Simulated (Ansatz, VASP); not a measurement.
Cd in VASP and in Ansatz

INCAR

```
SYSTEM = Cd
PREC = Accurate ; ENCUT = 520
EDIFF = 1E-7 ; ISMEAR = 0
SIGMA = 0.15 ; LREAL = .FALSE.
LASPH = .TRUE. ; NELM = 60
ALGO = Normal ; ISIF = 2
LWAVE = .FALSE. ; LCHARG = .FALSE.
GGA = PS ; NBANDS = 12
```

File KPOINTS:

```
regular mesh
0
G
  18 18 18
  0 0 0
```

The input POSCAR:

```
Cd
1.0
    0.0000000000      2.1516052575      2.2846942425
    2.1516052575      0.0000000000      2.2846942425
    2.1516052575      2.1516052575      0.0000000000
Cd
1
Direct
    0.0000000000      0.0000000000      0.0000000000
```

Input for Ansatz:

```yaml
crystal:
  lattice:
    - [0.0, 2.1516052575, 2.2846942425]
    - [2.1516052575, 0.0, 2.2846942425]
    - [2.1516052575, 2.1516052575, 0.0]
  atoms:
    - { symbol: Cd, position: [0.0, 0.0, 0.0] }
basis:
  ecutwfc: 420
kpoints:
  mp_grid: { grid: [18, 18, 18] }
hamiltonian:
  xc: pbesol
scf:
  occupations: { method: gaussian, width: 0.15 }
output:
  forces: true
  stress: true
  eigenvalues: true
```

Change from the starting cell: strain -0.030 along x and y, +0.030 along z, atoms carried along.

Alike in both runs: task single point; functional PBEsol; k mesh 18 × 18 × 18; occupations gaussian, width 0.15 eV; no spin polarisation.

|  | VASP | Ansatz |
| --- | --- | --- |
| version | VASP 6.6.1 | Ansatz 0.2.0 |
| potentials or method | VASP PAW PBE potentials, release 64 (Cd), cutoff 520 eV | scalar-relativistic, plane waves, PAW |
| valence electrons in the cell | 12 | 20 |

Ansatz gave:

```
gap on the k mesh at the Fermi level (eV)                     : none
pressure (GPa)                                                : -0.4
traceless stress, the component that is largest in VASP (GPa) : -1.89
```

Question: Estimate VASP's values.

Answer: gap on the k mesh at the Fermi level (eV): none; pressure (GPa): -0.1; traceless stress, the component that is largest in VASP (GPa): -1.90.

VASP's potentials were made for PBE, not for PBEsol. A gap of «none» marks a metal or a gap that the smearing closes. The functional is the same, so the differences come from potentials, cutoffs and numerics. VASP's potentials hold 12 valence electrons a cell and Ansatz's 20, so a difference there can come from the potentials and not from the codes.
